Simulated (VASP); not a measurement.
# TePtSe3 (R-3m) in VASP: further runs

The runs below take TePtSe3 through single point, relaxation of cell and atoms, with PBE.

Everything below comes from runs of VASP 6.6.1. Logs are shortened: lines on timing, memory, paths and dates and some standing lists are left out, and cuts for length are marked.

### Step 1. The cell of the first run

Symmetry: R-3m, No. 166, trigonal system. The conventional cell has a = 7.106 Å, b = 7.106 Å, c = 10.816 Å, α = 90.00°, β = 90.00°, γ = 120.00°. Te (site symmetry -3m) has 12 Se at 3.55 to 4.15 Å and 6 Pt at 4.48 Å within 4.7 Å. Pt (site symmetry -3m) has 6 Se at 2.73 Å within 3.6 Å. Se (site symmetry 2/m) has 2 Pt at 2.73 Å and 2 Te at 3.55 Å and 4 Se at 3.55 Å within 3.6 Å.

The cell was built from a structure type or drawn by symmetry, and may not be a known phase.

### Step 2. Single point, PBE, collinear spin

File INCAR:

```
  ALGO = Normal
  EDIFF = 1E-7
  ENCUT = 520
  GGA = PE
  ISIF = 2
  ISMEAR = 0
  ISPIN = 2
  LASPH = T
  LCHARG = F
  LMAXMIX = 4
  LORBIT = 11
  LREAL = F
  LWAVE = F
  MAGMOM = 0 1 0 0 0
  NBANDS = 29
  NELM = 150
  PREC = Accurate
  SIGMA = 0.1
```

File KPOINTS:

```
k-points
0
Gamma
  3 3 3
```

File POSCAR:

```
TePtSe3
1.0
    3.5528222800      2.0512229000      3.6053795200
   -3.5528222800      2.0512229000      3.6053795200
    0.0000000000     -4.1024458000      3.6053795200
Te Pt Se
1 1 3
Direct
    0.5000000000      0.5000000000      0.5000000000
    0.0000000000      0.0000000000      0.0000000000
    0.0000000000      0.0000000000      0.5000000000
    0.5000000000      0.0000000000      0.0000000000
    0.0000000000      0.5000000000      0.0000000000
```

Potentials or basis: VASP PAW PBE potentials, release 64 (Te, Pt, Se).

On the command line:

```
$ cat potpaw_PBE.64/Te/POTCAR potpaw_PBE.64/Pt/POTCAR potpaw_PBE.64/Se/POTCAR > POTCAR
$ mpirun -np 1 vasp_std > vasp.out
```

OUTCAR:

```text
EDIFF = 1E-7
   ENCUT = 520
   GGA = PE
   ISIF = 2
   ISMEAR = 0
   ISPIN = 2
   LASPH = T
   LORBIT = 11
   LREAL = F
   NELM = 150
   PREC = Accurate

 ion  position               nearest neighbor table
   1  0.500  0.500  0.500-
   2  0.000  0.000  0.000-   4 2.73   5 2.73   5 2.73   4 2.73   3 2.73   3 2.73
   3  0.000  0.000  0.500-   2 2.73   2 2.73
   4  0.500  0.000  0.000-   2 2.73   2 2.73
   5  0.000  0.500  0.000-   2 2.73   2 2.73

  LATTYP: Found a trigonal (rhomboedric) cell.
 ALAT       =     5.4615769721
 COS(alpha) =     0.1536678370

  Lattice vectors:

 A1 = (   3.5528222800,   2.0512229000,   3.6053795200)
 A2 = (  -3.5528222800,   2.0512229000,   3.6053795200)
 A3 = (   0.0000000000,  -4.1024458000,   3.6053795200)

Analysis of symmetry for initial positions (statically):
=====================================================================
 Subroutine PRICEL returns:
 Original cell was already a primitive cell.

 Routine SETGRP: Setting up the symmetry group for a
 trigonal (rhombohedral) supercell.

 Subroutine GETGRP returns: Found 12 space group operations
 (whereof 12 operations were pure point group operations)
 out of a pool of 12 trial point group operations.

The static configuration has the point symmetry D_3d.

Analysis of symmetry for dynamics (positions and initial velocities):
=====================================================================
 Subroutine PRICEL returns:
 Original cell was already a primitive cell.

 Routine SETGRP: Setting up the symmetry group for a
 trigonal (rhombohedral) supercell.

 Subroutine GETGRP returns: Found 12 space group operations
 (whereof 12 operations were pure point group operations)
 out of a pool of 12 trial point group operations.

The dynamic configuration has the point symmetry D_3d.

Analysis of structural, dynamic, and magnetic symmetry:
=====================================================================
 Subroutine PRICEL returns:
 Original cell was already a primitive cell.

 Routine SETGRP: Setting up the symmetry group for a
 trigonal (rhombohedral) supercell.

 Subroutine GETGRP returns: Found 12 space group operations
 (whereof 12 operations were pure point group operations)
 out of a pool of 12 trial point group operations.

The overall configuration has the point symmetry D_3d.

 Subroutine INISYM returns: Found 12 space group operations
 (whereof 12 operations are pure point group operations),
 and found     1 'primitive' translations

----------------------------------------------------------------------------------------

                                     Primitive cell

  volume of cell :     157.6480

  direct lattice vectors                    reciprocal lattice vectors
     3.552822280  2.051222900  3.605379520     0.140733186  0.081252343  0.092454437
    -3.552822280  2.051222900  3.605379520    -0.140733186  0.081252343  0.092454437
     0.000000000 -4.102445800  3.605379520     0.000000000 -0.162504686  0.092454437

  length of vectors
     5.461576972  5.461576972  5.461576972     0.186964157  0.186964157  0.186964157

  position of ions in fractional coordinates (direct lattice)
     0.500000000  0.500000000  0.500000000
     0.000000000  0.000000000  0.000000000
     0.000000000  0.000000000  0.500000000
     0.500000000  1.000000000  0.000000000
     1.000000000  0.500000000  0.000000000

  ion indices of the primitive-cell ions
   primitive index   ion index
                 1           1
                 2           2
                 3           3
                 4           4
                 5           5

----------------------------------------------------------------------------------------

 KPOINTS: k-points

Automatic generation of k-mesh.
 Grid dimensions read from file:
 generate k-points for:    3    3    3

 Generating k-lattice:

  Cartesian coordinates                     Fractional coordinates (reciprocal lattice)
     0.046911062  0.027084114  0.030818146     0.333333333  0.000000000  0.000000000
    -0.046911062  0.027084114  0.030818146     0.000000000  0.333333333  0.000000000
     0.000000000 -0.054168229  0.030818146     0.000000000  0.000000000  0.333333333

  Length of vectors
     0.062321386  0.062321386  0.062321386

  Shift w.r.t. Gamma in fractional coordinates (k-lattice)
     0.000000000  0.000000000  0.000000000

 Subroutine IBZKPT returns following result:
 ===========================================

 Found      6 irreducible k-points:

 Following reciprocal coordinates:
            Coordinates               Weight
  0.000000  0.000000  0.000000      1.000000
  0.333333 -0.000000  0.000000      6.000000
  0.333333  0.333333  0.000000      6.000000
 -0.333333  0.333333  0.000000      6.000000
  0.333333  0.333333  0.333333      2.000000
 -0.333333  0.333333  0.333333      6.000000
   k-points           NKPTS =      6   k-points in BZ     NKDIM =      6   number of bands    NBANDS=     29
   number of dos      NEDOS =    301   number of ions     NIONS =      5
   total plane-waves  NPLWV =  74088
   dimension x,y,z NGX =    42 NGY =   42 NGZ =   42
   dimension x,y,z NGXF=    84 NGYF=   84 NGZF=   84
   ions per type =               1   1   3
   NGX,Y,Z   is equivalent  to a cutoff of  12.78, 12.78, 12.78 a.u.
   NGXF,Y,Z  is equivalent  to a cutoff of  25.57, 25.57, 25.57 a.u.
 SYSTEM =  unknown system
   PREC   = accura    normal or accurate (medium, high low for compatibility)
   ISTART =      0    job   : 0-new  1-cont  2-samecut
   ICHARG =      2    charge: 1-file 2-atom 10-const
   ISPIN  =      2    spin polarized calculation?
   LNONCOLLINEAR =      F non collinear calculations
   LSORBIT =      F    spin-orbit coupling
   LASPH  =      T    aspherical Exc in radial PAW
   ENCUT  =  520.0 eV  38.22 Ry    6.18 a.u.  10.15 10.15 10.15*2*pi/ulx,y,z
   NELM   =    150;   NELMIN=  2; NELMDL= -5     # of ELM steps
   EDIFF  = 0.1E-06   stopping-criterion for ELM
   LREAL  =      F    real-space projection
   EDIFFG = 0.1E-05   stopping-criterion for IOM
   NSW    =      0    number of steps for IOM
   IBRION =     -1    ionic relax: 0-MD 1-quasi-New 2-CG
   NFREE  =      0    steps in history (QN), initial steepest desc. (CG)
   ISIF   =      2    stress and relaxation
   ISYM   =      2    0-nonsym 1-usesym 2-fastsym
   POTIM  = 0.5000    time-step for ionic-motion
   TEBEG  =    0.0;   TEEND  =   0.0 temperature during run
   PSTRESS=    0.0 pullay stress
   NELECT =      34.0000    total number of electrons
   NUPDOWN=      -1.0000    fix difference up-down
   EMIN   =  10.00;   EMAX   =-10.00  energy-range for DOS
   EFERMI =   0.00;   METHOD = LEGACY
   ISMEAR =     0;   SIGMA  =   0.10  broadening in eV -4-tet -1-fermi 0-gaus
   EFERMI_NEDOS =   21; number of points for ismear=-14 and -15
   IALGO  =     38    algorithm
   IMIX   =      4    mixing-type and parameters
     AMIX     =   0.40;   BMIX     =  1.00
     AMIX_MAG =   1.60;   BMIX_MAG =  1.00
  volume/ion in A,a.u.               =      31.53       212.77
  Fermi-wavevector in a.u.,A,eV,Ry     =   0.981759  1.855256 13.113989  0.963851
  Thomas-Fermi vector in A             =   2.112790
   LORBIT       =     11    0 simple, 1 ext, 2 COOP (PROOUT), +10 PAW based schemes
   GGA     = PE    functional components
   LHFCALC =     F    Hartree Fock is set to
   AEXX    =    0.0000 exact exchange contribution
   IVDW    =     0    specifies the selected vdW correction
   LEPSILON=     F    determine dielectric tensor
   LRPA    =     F    only Hartree local field effects (RPA)
 spin polarized calculation
 Gauss-broadening in eV      SIGMA  =   0.10
  energy-cutoff  :      520.00
  volume of cell :      157.65
 maximum number of plane-waves:      4273
 NGX is ok and might be reduce to    42
   NGX = 21   NGY = 21   NGZ = 21

 number of electron      34.0000001 magnetization       2.1483951

 Free energy of the ion-electron system (eV)
  ---------------------------------------------------
  ext. energy  EPLUGINS =         0.00000000
  ---------------------------------------------------
  free energy    TOTEN  =       -16.64727495 eV

  energy without entropy =      -16.61707049  energy(sigma->0) =      -16.63217272

 E-fermi :   2.2661     XC(G=0):  -8.7937

 val. band max:        2.2282225143   @ k =   0.0000   0.0000   0.0000
 cond. band min:       2.2695457569   @ k =   0.3333   0.3333   0.0000
 fundamental gap:      0.0413232426
 Fermi energy:         2.2660582706

 spin component 1

 k-point     1 :       0.0000    0.0000    0.0000
  band No.  band energies     occupation
      1     -10.9075      1.00000
      2      -9.8225      1.00000
      3      -9.8225      1.00000
      4      -7.8290      1.00000
      5      -1.5962      1.00000
      6      -1.3118      1.00000
[... 21 lines left out ...]
     28       9.5820      0.00000
     29      11.4819      0.00000

 k-point     2 :       0.3333   -0.0000    0.0000
  band No.  band energies     occupation
      1     -10.6601      1.00000
      2      -9.9851      1.00000
      3      -9.8209      1.00000
      4      -7.9230      1.00000
      5      -2.1060      1.00000
      6      -1.1383      1.00000
[... 21 lines left out ...]
     28      10.8915      0.00000
     29      11.4351      0.00000

 k-point     3 :       0.3333    0.3333    0.0000
  band No.  band energies     occupation
      1     -10.5160      1.00000
      2      -9.9739      1.00000
      3      -9.8309      1.00000
      4      -7.9701      1.00000
      5      -2.5638      1.00000
      6      -1.7520      1.00000
[... 61 lines left out ...]
      4      -7.8965      1.00000
      5      -3.0772      1.00000
      6      -1.9084      1.00000
[... 21 lines left out ...]
     28      10.0163      0.00000
     29      11.2382      0.00000

 k-point     6 :      -0.3333    0.3333    0.3333
  band No.  band energies     occupation
      1     -10.2947      1.00000
      2     -10.0675      1.00000
      3      -9.8211      1.00000
      4      -7.9825      1.00000
      5      -2.8580      1.00000
      6      -1.8098      1.00000
[... 21 lines left out ...]
     28      10.8108      0.00000
     29      11.1528      0.00000
 Fermi energy:         2.2660582706

 spin component 2

 k-point     1 :       0.0000    0.0000    0.0000
  band No.  band energies     occupation
      1     -10.4943      1.00000
      2      -9.3648      1.00000
      3      -9.3648      1.00000
      4      -7.5611      1.00000
      5      -1.2311      1.00000
      6      -1.0915      1.00000
[... 21 lines left out ...]
     28       9.8129      0.00000
     29      11.7405      0.00000

 k-point     2 :       0.3333   -0.0000    0.0000
  band No.  band energies     occupation
      1     -10.2357      1.00000
      2      -9.5310      1.00000
      3      -9.3635      1.00000
      4      -7.6573      1.00000
      5      -1.9634      1.00000
      6      -0.8767      1.00000
[... 21 lines left out ...]
     28      11.1180      0.00000
     29      11.6070      0.00000

 k-point     3 :       0.3333    0.3333    0.0000
  band No.  band energies     occupation
      1     -10.0839      1.00000
      2      -9.5175      1.00000
      3      -9.3688      1.00000
      4      -7.7088      1.00000
      5      -2.4039      1.00000
      6      -1.6362      1.00000
[... 62 lines left out ...]
      5      -2.9067      1.00000
      6      -1.7596      1.00000
[... 21 lines left out ...]
     28      10.2177      0.00000
     29      11.5025      0.00000

 k-point     6 :      -0.3333    0.3333    0.3333
  band No.  band energies     occupation
      1      -9.8448      1.00000
      2      -9.6181      1.00000
      3      -9.3583      1.00000
      4      -7.7214      1.00000
      5      -2.7011      1.00000
      6      -1.6860      1.00000
[... 21 lines left out ...]
     28      10.9960      0.00000
     29      11.4382      0.00000

------------------------ aborting loop because EDIFF is reached ----------------------------------------

  FORCE on cell =-STRESS in cart. coord.  units (eV):
  Direction    XX          YY          ZZ          XY          YZ          ZX
  --------------------------------------------------------------------------------------
  -------------------------------------------------------------------------------------
  Total       -9.3253456     -9.3253456     -8.5264685      0.0000000      0.0000000      0.0000000
  in kB      -94.7735044    -94.7735044    -86.6545148      0.0000000      0.0000000      0.0000000
  external PRESSURE =     -92.0671745 kB  Pullay stress =       0.0000000 kB

 VOLUME and BASIS-vectors are now :
 -----------------------------------------------------------------------------
  energy-cutoff  :      520.00
  volume of cell :      157.65
      direct lattice vectors                 reciprocal lattice vectors
     3.552822280  2.051222900  3.605379520     0.140733186  0.081252343  0.092454437
    -3.552822280  2.051222900  3.605379520    -0.140733186  0.081252343  0.092454437
     0.000000000 -4.102445800  3.605379520     0.000000000 -0.162504686  0.092454437

 POSITION                                       TOTAL-FORCE (eV/Angst)
 -----------------------------------------------------------------------------------
      0.00000      0.00000      5.40807        -0.000000     -0.000000      0.000000
      0.00000      0.00000      0.00000        -0.000000      0.000000     -0.000000
      0.00000     -2.05122      1.80269         0.000000     -0.000000     -0.000000
      1.77641      1.02561      1.80269        -0.000000      0.000000     -0.000000
     -1.77641      1.02561      1.80269         0.000000     -0.000000      0.000000
 -----------------------------------------------------------------------------------
    total drift:                               -0.000000      0.000000     -0.000000

  FREE ENERGIE OF THE ION-ELECTRON SYSTEM (eV)
  ---------------------------------------------------
  free  energy   TOTEN  =       -16.6472749463 eV

  energy  without entropy=      -16.6170704860  energy(sigma->0) =      -16.63217272

 total charge

# of ion       s       p       d       tot
------------------------------------------
    1        1.439   1.657   0.012   3.108
    2        0.578   0.321   8.027   8.926
    3        1.508   2.068   0.027   3.603
    4        1.508   2.068   0.027   3.603
    5        1.508   2.068   0.027   3.603
--------------------------------------------------
tot          6.542   8.181   8.121  22.844

 magnetization (x)

# of ion       s       p       d       tot
------------------------------------------
    1        0.005   0.210   0.001   0.215
    2       -0.004   0.000   0.065   0.062
    3        0.009   0.354   0.001   0.364
    4        0.009   0.354   0.001   0.364
    5        0.009   0.354   0.001   0.364
--------------------------------------------------
tot          0.029   1.272   0.069   1.369
```

Wall time 56 s (1 thread of Intel Xeon 6975P-C (Granite Rapids), shared host); peak memory 0.33 GiB.

What came out:

| Item | Value |
| --- | --- |
| Free energy | -16.6473 eV |
| Pressure | -9.2 GPa |
| Net moment | 2.15 μB per cell |
| Site moments | Te +0.21; Pt +0.06; Se +0.36 μB |
| Valence electrons inside the program's atomic spheres | Te 3.11; Pt 8.93; Se 3.60 |

Stress tensor (GPa, compression positive):
```
-9.48  0.00  0.00
 0.00 -9.48  0.00
 0.00  0.00 -8.67
```

Caveat: the k points lie up to 0.39 Å⁻¹ apart; spin-orbit coupling is left out, which moves the levels of the heavy elements.

(Part 1 of 2 ends here.)
